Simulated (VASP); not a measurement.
SiC, 2 atoms in the cell. It takes space group Imm2 (No. 44, orthorhombic). Conventional cell: a = 3.055 Å, b = 3.055 Å, c = 4.321 Å, α = 90.00°, β = 90.00°, γ = 90.00°. Si (site symmetry mm2) has 4 C at 1.83 to 1.91 Å within 2.4 Å. Within 2.4 Å of C (site symmetry mm2) lie 4 Si at 1.83 to 1.91 Å. 

- Program: VASP 6.6.1
- Task: single point
- Functional: PBEsol
- Potentials or basis: VASP PAW PBE potentials, release 64 (Si, C)
- Cutoff: 520 eV
- k mesh: 10 × 10 × 10
- Occupations: gaussian, width 0.05 eV
- Spin: no spin polarisation
- Dipole correction: no
- Further INCAR settings: ALGO = Normal; EDIFF = 1e-06; NBANDS = 11

Potentials or basis: VASP PAW PBE potentials, release 64 (Si, C).

Launch:

```sh
$ cat potpaw_PBE.64/Si/POTCAR potpaw_PBE.64/C/POTCAR > POTCAR
$ mpirun -np 1 vasp_std > vasp.out
```

Hardware: 1 thread of AMD EPYC 9R45 96-Core Processor (Zen 5), with other jobs on the host.

Question: Estimate the wall time of this run.

Answer: It took 18 s on 1 thread of AMD EPYC 9R45 96-Core Processor (Zen 5), with other jobs on the host, peak memory 0.13 GiB. Counts: scf iterations 11, k points 171.
